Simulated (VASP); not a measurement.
# TiSi30 (a cell with a defect) in VASP: a series of runs

The runs below take TiSi30 (a cell with a defect) through single point, with PBE.

All numbers are computed with VASP 6.6.1; they aren't measurements. Logs are shortened: lines on timing, memory, paths and dates and some standing lists are left out, and cuts for length are marked.

### 1 The cell of the first run

The cell holds a defect, 31 atoms: a = 9.474 Å, b = 9.474 Å, c = 9.474 Å, α = 109.47°, β = 109.47°, γ = 109.47°.

### 2 Single point, PBE

Input file INCAR:

```
SYSTEM = TiSi30
  PREC = Accurate
  ENCUT = 520
  EDIFF = 1E-6
  ISMEAR = 0
  SIGMA = 0.02
  LREAL = Auto
  LASPH = .True.
  NELM = 80
  ALGO = Normal
  ISIF = 2
  LWAVE = .False.
  LCHARG = .False.
  GGA = PE
  NBANDS = 87
```

Input file KPOINTS:

```
Automatic mesh
0
Gamma
  2 2 2
  0.5 0.5 0.5
```

Input file POSCAR:

```
TiSi30
1.0
    5.4700936590     -5.4700936590     -5.4700936590
   -5.4700936590     -5.4700936590      5.4700936590
   -5.4700936590      5.4700936590     -5.4700936590
Ti Si
1 30
Direct
    0.6277038775      0.8777038931      0.1277039377
    0.5043550754     -0.0000025594      0.7542431185
    0.5005700397      0.2510159945      0.5010159187
    0.2542430874      0.7543550910      0.2499974562
    0.5043550754      0.5042431029      0.2499974562
    0.2542431788     -0.0000025594      0.0043551357
    0.2572703664      0.2612300792      0.7572703976
    0.0010160704      0.7505700553      0.5010160101
    0.2572703664      0.5072703820      0.5112300948
   -0.0212151761     -0.0008303331      0.2491695910
    0.0010159789      0.2510159945      0.0005700999
    0.7499974874      0.7543550910      0.7542431185
    0.0112300637      0.5072703820      0.7572703976
    0.7491696222     -0.0008303331      0.4787848551
    0.7491696222      0.2287848395      0.2491696825
    0.7499974874      0.5042431943      0.0043551357
    0.2765193970      0.7562394280      0.0062394727
    0.2544436324      1.0049003441      0.7544436635
    0.2441697681      0.2480541622      0.4980541778
    0.0010356313      0.7553855121      0.2510173656
    0.2544437238      0.5044436480      0.2549003887
    1.0010356022      1.0010173210      1.0053855277
   -0.0019458533      0.2480541622      0.7441697992
    0.7510173054      0.7553855121      0.5010355710
   -0.0019458533      0.4941697836      0.4980541778
    0.7510173054      0.2510356468      0.0053855568
    0.5062394125      0.7562394280      0.7765193367
    0.7549003285      0.5044436480      0.7544436635
    0.5053854965      1.0010173210      0.5010355710
    0.5053854965      0.2510356468      0.2510173656
    0.5062394125      0.5265194126      0.0062394727
```

Potentials or basis: VASP PAW PBE potentials, release 64 (Ti_sv, Si).

Run with:

```console
$ cat potpaw_PBE.64/Ti_sv/POTCAR potpaw_PBE.64/Si/POTCAR > POTCAR
$ mpirun -np 1 vasp_std > vasp.out
```

OUTCAR:

```text
SYSTEM = TiSi30
   PREC = Accurate
   ENCUT = 520
   EDIFF = 1E-6
   ISMEAR = 0
   LREAL = Auto
   LASPH = .True.
   NELM = 80
   ISIF = 2
   GGA = PE

 ion  position               nearest neighbor table
   1  0.628  0.878  0.128-  14 2.78  15 2.78  10 2.78  17 2.78  31 2.78  27 2.78
   2  0.504  1.000  0.754-  26 2.37  18 2.38  27 2.39  29 2.41
   3  0.501  0.251  0.501-  30 2.38  29 2.38  28 2.40  19 2.41
   4  0.254  0.754  0.250-  29 2.37  21 2.38  17 2.39  20 2.41
   5  0.504  0.504  0.250-  24 2.37  21 2.38  31 2.39  30 2.41
   6  0.254  1.000  0.004-  30 2.37  18 2.38  17 2.39  22 2.41
   7  0.257  0.261  0.757-  23 2.38  19 2.38  18 2.41  31 2.41
[... 22 lines left out ...]
  30  0.505  0.251  0.251-   6 2.37   3 2.38  15 2.39   5 2.41
  31  0.506  0.527  0.006-   5 2.39  16 2.39   7 2.41   1 2.78

  LATTYP: Found a body centered cubic cell.
 ALAT       =    10.9401873180

  Lattice vectors:

 A1 = (   5.4700936590,  -5.4700936590,  -5.4700936590)
 A2 = (  -5.4700936590,  -5.4700936590,   5.4700936590)
 A3 = (  -5.4700936590,   5.4700936590,  -5.4700936590)

Analysis of symmetry for initial positions (statically):
=====================================================================
 Subroutine PRICEL returns:
 Original cell was already a primitive cell.

 Routine SETGRP: Setting up the symmetry group for a
 body centered cubic supercell.

 Subroutine GETGRP returns: Found  6 space group operations
 (whereof  1 operations were pure point group operations)
 out of a pool of 48 trial point group operations.

The static configuration has the point symmetry C_1 .
 The point group associated with its full space group is C_3v.

Analysis of symmetry for dynamics (positions and initial velocities):
=====================================================================
 Subroutine PRICEL returns:
 Original cell was already a primitive cell.

 Routine SETGRP: Setting up the symmetry group for a
 body centered cubic supercell.

 Subroutine GETGRP returns: Found  6 space group operations
 (whereof  1 operations were pure point group operations)
 out of a pool of 48 trial point group operations.

The dynamic configuration has the point symmetry C_1 .
 The point group associated with its full space group is C_3v.

 Subroutine INISYM returns: Found  6 space group operations
 (whereof  1 operations are pure point group operations),
 and found     1 'primitive' translations

----------------------------------------------------------------------------------------

                                     Primitive cell

  volume of cell :     654.7029

  direct lattice vectors                    reciprocal lattice vectors
     5.470093659 -5.470093659 -5.470093659     0.000000000 -0.091406113 -0.091406113
    -5.470093659 -5.470093659  5.470093659    -0.091406113 -0.091406113  0.000000000
    -5.470093659  5.470093659 -5.470093659    -0.091406113  0.000000000 -0.091406113

  length of vectors
     9.474480140  9.474480140  9.474480140     0.129267765  0.129267765  0.129267765

  position of ions in fractional coordinates (direct lattice)
     0.627703877  0.877703893  0.127703938
     0.504355075  0.999997441  0.754243118
     0.500570040  0.251015995  0.501015919
     0.254243087  0.754355091  0.249997456
     0.504355075  0.504243103  0.249997456
     0.254243179  0.999997441  0.004355136
[... 23 lines left out ...]
     0.505385496  0.251035647  0.251017366
     0.506239413  0.526519413  0.006239473

  ion indices of the primitive-cell ions
   primitive index   ion index
                 1           1
                 2           2
                 3           3
                 4           4
                 5           5
                 6           6
[... 23 lines left out ...]
                30          30
                31          31

----------------------------------------------------------------------------------------

 KPOINTS: Automatic mesh

Automatic generation of k-mesh.
 Grid dimensions read from file:
 generate k-points for:    2    2    2

 Generating k-lattice:

  Cartesian coordinates                     Fractional coordinates (reciprocal lattice)
     0.000000000 -0.045703057 -0.045703057     0.500000000  0.000000000  0.000000000
    -0.045703057 -0.045703057  0.000000000     0.000000000  0.500000000  0.000000000
    -0.045703057  0.000000000 -0.045703057     0.000000000  0.000000000  0.500000000

  Length of vectors
     0.064633882  0.064633882  0.064633882

  Shift w.r.t. Gamma in fractional coordinates (k-lattice)
     0.500000000  0.500000000  0.500000000

 Subroutine IBZKPT returns following result:
 ===========================================

 Found      2 irreducible k-points:

 Following reciprocal coordinates:
            Coordinates               Weight
  0.250000  0.250000  0.250000      2.000000
 -0.250000  0.250000  0.250000      6.000000
   k-points           NKPTS =      2   k-points in BZ     NKDIM =      2   number of bands    NBANDS=     87
   number of dos      NEDOS =    301   number of ions     NIONS =     31
   total plane-waves  NPLWV = 343000
   dimension x,y,z NGX =    70 NGY =   70 NGZ =   70
   dimension x,y,z NGXF=   140 NGYF=  140 NGZF=  140
   ions per type =               1  30
   NGX,Y,Z   is equivalent  to a cutoff of  12.28, 12.28, 12.28 a.u.
   NGXF,Y,Z  is equivalent  to a cutoff of  24.57, 24.57, 24.57 a.u.
 SYSTEM =  TiSi30
   PREC   = accura    normal or accurate (medium, high low for compatibility)
   ISTART =      0    job   : 0-new  1-cont  2-samecut
   ICHARG =      2    charge: 1-file 2-atom 10-const
   ISPIN  =      1    spin polarized calculation?
   LNONCOLLINEAR =      F non collinear calculations
   LSORBIT =      F    spin-orbit coupling
   LASPH  =      T    aspherical Exc in radial PAW
   ENCUT  =  520.0 eV  38.22 Ry    6.18 a.u.  17.62 17.62 17.62*2*pi/ulx,y,z
   NELM   =     80;   NELMIN=  2; NELMDL= -5     # of ELM steps
   EDIFF  = 0.1E-05   stopping-criterion for ELM
   LREAL  =      T    real-space projection
   EDIFFG = 0.1E-04   stopping-criterion for IOM
   NSW    =      0    number of steps for IOM
   IBRION =     -1    ionic relax: 0-MD 1-quasi-New 2-CG
   NFREE  =      0    steps in history (QN), initial steepest desc. (CG)
   ISIF   =      2    stress and relaxation
   ISYM   =      2    0-nonsym 1-usesym 2-fastsym
   POTIM  = 0.5000    time-step for ionic-motion
   TEBEG  =    0.0;   TEEND  =   0.0 temperature during run
   PSTRESS=    0.0 pullay stress
   NELECT =     132.0000    total number of electrons
   NUPDOWN=      -1.0000    fix difference up-down
   EMIN   =  10.00;   EMAX   =-10.00  energy-range for DOS
   EFERMI =   0.00;   METHOD = LEGACY
   ISMEAR =     0;   SIGMA  =   0.02  broadening in eV -4-tet -1-fermi 0-gaus
   EFERMI_NEDOS =   21; number of points for ismear=-14 and -15
   IALGO  =     38    algorithm
   IMIX   =      4    mixing-type and parameters
     AMIX     =   0.40;   BMIX     =  1.00
     AMIX_MAG =   1.60;   BMIX_MAG =  1.00
  volume/ion in A,a.u.               =      21.12       142.52
  Fermi-wavevector in a.u.,A,eV,Ry     =   0.959956  1.814054 12.537983  0.921516
  Thomas-Fermi vector in A             =   2.089198
   LORBIT       =      0    0 simple, 1 ext, 2 COOP (PROOUT), +10 PAW based schemes
   GGA     = PE    functional components
   LHFCALC =     F    Hartree Fock is set to
   AEXX    =    0.0000 exact exchange contribution
   IVDW    =     0    specifies the selected vdW correction
   LEPSILON=     F    determine dielectric tensor
   LRPA    =     F    only Hartree local field effects (RPA)
 non-spin polarized calculation
 Gauss-broadening in eV      SIGMA  =   0.02
  energy-cutoff  :      520.00
  volume of cell :      654.70
 maximum number of plane-waves:     17628
 NGX is ok and might be reduce to    70
   NGX = 35   NGY = 35   NGZ = 35

 number of electron     131.9999995 magnetization

 Free energy of the ion-electron system (eV)
  ---------------------------------------------------
  ext. energy  EPLUGINS =         0.00000000
  ---------------------------------------------------
  free energy    TOTEN  =      -167.00906367 eV

  energy without entropy =     -167.00127306  energy(sigma->0) =     -167.00516837

 E-fermi :   5.2162     XC(G=0):  -9.2820

 val. band max:        4.7904444184   @ k =   0.2500   0.2500   0.2500
 cond. band min:       5.2223792329   @ k =  -0.2500   0.2500   0.2500
 fundamental gap:      0.4319348145
 Fermi energy:         5.2162358761

 k-point     1 :       0.2500    0.2500    0.2500
  band No.  band energies     occupation
      1     -52.5409      2.00000
      2     -28.8407      2.00000
      3     -28.8407      2.00000
      4     -28.5982      2.00000
      5      -5.5141      2.00000
      6      -5.5141      2.00000
[... 70 lines left out ...]
     77       7.1581      0.00000
     78       7.1738      0.00000

 k-point     2 :      -0.2500    0.2500    0.2500
  band No.  band energies     occupation
      1     -52.5409      2.00000
      2     -28.8407      2.00000
      3     -28.8407      2.00000
      4     -28.5982      2.00000
      5      -5.9454      2.00000
      6      -4.9969      2.00000
[... 70 lines left out ...]
     77       7.5751      0.00000
     78       7.7019      0.00000
 [bands above 78 left out]

------------------------ aborting loop because EDIFF is reached ----------------------------------------

  FORCE on cell =-STRESS in cart. coord.  units (eV):
  Direction    XX          YY          ZZ          XY          YZ          ZX
  --------------------------------------------------------------------------------------
  -------------------------------------------------------------------------------------
  Total      -12.5014692    -12.5014692    -12.5014692     -0.4099073     -0.4099073     -0.4099073
  in kB      -30.5933729    -30.5933729    -30.5933729     -1.0031179     -1.0031179     -1.0031179
  external PRESSURE =     -30.5933729 kB  Pullay stress =       0.0000000 kB

 VOLUME and BASIS-vectors are now :
 -----------------------------------------------------------------------------
  energy-cutoff  :      520.00
  volume of cell :      654.70
      direct lattice vectors                 reciprocal lattice vectors
     5.470093659 -5.470093659 -5.470093659     0.000000000 -0.091406113 -0.091406113
    -5.470093659 -5.470093659  5.470093659    -0.091406113 -0.091406113  0.000000000
    -5.470093659  5.470093659 -5.470093659    -0.091406113  0.000000000 -0.091406113

 POSITION                                       TOTAL-FORCE (eV/Angst)
 -----------------------------------------------------------------------------------
     -2.06608     -7.53617      0.66897         0.002202      0.002202      0.002202
     -6.83699     -4.10317     -1.41457        -0.002378      0.003487     -0.002013
     -1.37552     -1.37064     -4.10569         0.002970      0.003663      0.003663
     -4.10317     -4.14962      1.36815         0.003487     -0.002013     -0.002378
     -1.36690     -4.14962     -1.36812        -0.002378     -0.002013      0.003487
     -4.10317     -6.83699      4.05552         0.003487     -0.002378     -0.002013
[... 23 lines left out ...]
      0.01823     -2.76461     -2.76441         0.000104      0.001332     -0.002778
     -0.14506     -5.61516      0.07680         0.006713      0.006713     -0.005238
 -----------------------------------------------------------------------------------
    total drift:                                0.001506      0.002239      0.001606

  FREE ENERGIE OF THE ION-ELECTRON SYSTEM (eV)
  ---------------------------------------------------
  free  energy   TOTEN  =      -167.0090636742 eV

  energy  without entropy=     -167.0012730597  energy(sigma->0) =     -167.00516837
```

Run time: 5.4 min. Hardware: 1 thread of Intel Xeon Platinum 8488C (Sapphire Rapids), shared host; peak memory 0.68 GiB.

Results:

* Free energy: -167.0091 eV
* Pressure: -3.1 GPa
* Largest force: 0.013 eV/Å
* Band gap on the k mesh: zero (bands 66 and 67 overlap by 0.03 eV)

Forces on the atoms (eV/Å):
```
Ti   0.002  0.002  0.002
Si  -0.002  0.003 -0.002
Si   0.003  0.004  0.004
Si   0.003 -0.002 -0.002
Si  -0.002 -0.002  0.003
Si   0.003 -0.002 -0.002
Si  -0.003 -0.003 -0.004
Si   0.004  0.004  0.003
Si  -0.003 -0.004 -0.003
Si   0.009 -0.007 -0.007
Si   0.004  0.003  0.004
Si  -0.002  0.003 -0.002
Si  -0.004 -0.003 -0.003
Si  -0.007  0.009 -0.007
Si  -0.007 -0.007  0.009
Si  -0.002 -0.002  0.003
Si  -0.005  0.007  0.007
Si  -0.003 -0.003  0.000
Si  -0.001  0.003  0.003
Si  -0.003  0.001  0.000
Si  -0.003  0.000 -0.003
Si  -0.003  0.000  0.001
Si   0.003 -0.001  0.003
Si   0.001 -0.003  0.000
Si   0.003  0.003 -0.001
Si   0.001  0.000 -0.003
Si   0.007 -0.005  0.007
Si   0.000 -0.003 -0.003
Si   0.000 -0.003  0.001
Si   0.000  0.001 -0.003
Si   0.007  0.007 -0.005
```

Stress tensor (GPa, compression positive):
```
-3.06 -0.10 -0.10
-0.10 -3.06 -0.10
-0.10 -0.10 -3.06
```

Caveat: the k points lie up to 0.41 Å⁻¹ apart.

### 3 Single point, PBE

Input file INCAR:

```
ALGO = Normal
EDIFF = 1E-6
ENCUT = 520
GGA = PE
ISIF = 2
ISMEAR = 0
LASPH = T
LCHARG = F
LREAL = Auto
LWAVE = F
NBANDS = 87
NELM = 80
PREC = Accurate
SIGMA = 0.02
```

KPOINTS is that of step 2.

Input file POSCAR:

```
TiSi30
1.0
    5.4700936590     -5.4700936590     -5.4700936590
   -5.4700936590     -5.4700936590      5.4700936590
   -5.4700936590      5.4700936590     -5.4700936590
Ti Si
1 30
Direct
    0.6290558653      0.8790558809      0.1290558341
    0.5056982883      0.0013432128      0.7555628400
    0.5019376580      0.2523809620      0.5023808862
    0.2555628088      0.7556982124      0.2513431370
    0.5056982883      0.5055628244      0.2513432284
    0.2555628088      0.0013432128      0.0056982571
    0.2586014222      0.2625799647      0.7586014534
    0.0023809464      0.7519376735      0.5023808862
    0.2586014222      0.5086014378      0.5125799803
   -0.0198891476      0.0005219289      0.2505219445
    0.0023809464      0.2523809620      0.0019377182
    0.7513431682      0.7556982124      0.7555628400
    0.0125799491      0.5086014378      0.7586014534
    0.7505219757      0.0005219289      0.4801108836
    0.7505219757      0.2301108680      0.2505219445
    0.7513432596      0.5055628244      0.0056982571
    0.2778454255      0.7575916901      0.0075916433
    0.2558085999      1.0062679623      0.7558086310
    0.2455197449      0.2493853095      0.4993852337
    0.0023553527      0.7567312843      0.2523603956
    0.2558085999      0.5058086154      0.2562679156
    1.0023553237      1.0023604424      1.0067312085
   -0.0006147061      0.2493853095      0.7455196847
    0.7523604268      0.7567312843      0.5023553839
   -0.0006146147      0.4955197605      0.4993853251
    0.7523604268      0.2523553683      0.0067312376
    0.5075916745      0.7575916901      0.7778454566
    0.7562679467      0.5058086154      0.7558086310
    0.5067312687      1.0023604424      0.5023553839
    0.5067312687      0.2523553683      0.2523603956
    0.5075916745      0.5278454410      0.0075916433
```

Potentials or basis: VASP PAW PBE potentials, release 64 (Ti_sv, Si).

Run with:

```console
$ cat potpaw_PBE.64/Ti_sv/POTCAR potpaw_PBE.64/Si/POTCAR > POTCAR
$ mpirun -np 1 vasp_std > vasp.out
```

It took 6.1 min on 1 thread of Intel Xeon Platinum 8488C (Sapphire Rapids), shared host; peak memory 0.68 GiB.

The run converged. Its results:

* Free energy: -167.0091 eV
* Pressure: -3.1 GPa
* Largest force: 0.014 eV/Å
* Band gap on the k mesh: zero (bands 66 and 67 overlap by 0.03 eV)

Forces in eV/Å, atoms in the order of the input:
```
Ti   0.008  0.008  0.008
Si  -0.003  0.004 -0.005
Si   0.004  0.004  0.004
Si   0.004 -0.005 -0.003
Si  -0.003 -0.005  0.004
Si   0.004 -0.003 -0.005
Si  -0.002 -0.002 -0.005
Si   0.004  0.004  0.004
Si  -0.002 -0.005 -0.002
Si   0.008 -0.008 -0.008
Si   0.004  0.004  0.004
Si  -0.005  0.004 -0.003
Si  -0.005 -0.002 -0.002
Si  -0.008  0.008 -0.008
Si  -0.008 -0.008  0.008
Si  -0.005 -0.003  0.004
Si  -0.006  0.006  0.006
Si  -0.003 -0.003  0.000
Si  -0.002  0.003  0.003
Si  -0.002  0.002  0.000
Si  -0.003  0.000 -0.003
Si  -0.002  0.000  0.002
Si   0.003 -0.002  0.003
Si   0.002 -0.002  0.000
Si   0.003  0.003 -0.002
Si   0.002  0.000 -0.002
Si   0.006 -0.006  0.006
Si   0.000 -0.003 -0.003
Si   0.000 -0.002  0.002
Si   0.000  0.002 -0.002
Si   0.006  0.006 -0.006
```

Stress tensor (GPa, compression positive):
```
-3.06 -0.10 -0.10
-0.10 -3.06 -0.10
-0.10 -0.10 -3.06
```

Levels at points of the mesh, in eV from the Fermi level:
```csv
k point,band 61,band 62,band 63,band 64,band 65,band 66,band 67,band 68,band 69,band 70
"(0.25, 0.25, 0.25)",-0.61,-0.61,-0.48,-0.43,-0.43,0.04,0.04,0.27,0.27,0.37
```

Caveat: the k points lie up to 0.41 Å⁻¹ apart.
